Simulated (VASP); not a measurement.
CuO:

```
CELL_PARAMETERS angstrom
0.00000 2.27974 2.27974
2.27974 0.00000 2.27974
2.27974 2.27974 0.00000
ATOMIC_POSITIONS crystal
Cu 0.00000 0.00000 0.00000
O 0.25000 0.25000 0.25000
```

Base run:

| Item | Value |
| --- | --- |
| Program | VASP 6.6.1 |
| Functional | PBE |
| Potentials or basis | VASP PAW PBE potentials, release 64 (Cu, O) |
| Cutoff | 520 eV |
| k mesh | 10 × 10 × 10 |
| Occupations | fermi-dirac, width 0.05 eV |
| Spin | no spin polarisation |

Its results: pressure -2.4 GPa.

Problem. The run is repeated on the same cell with these changes: functional from PBE to PBEsol. What comes out?

Solution. Pressure -9.2 GPa.

PBEsol binds more tightly than PBE, so the same cell stands under less pressure.

Caveats: an odd number of electrons without spin polarisation forces a metal; a magnetic or distorted state may lie lower; the PAW data sets were made with another functional, which shifts forces and pressure a little (some runs).
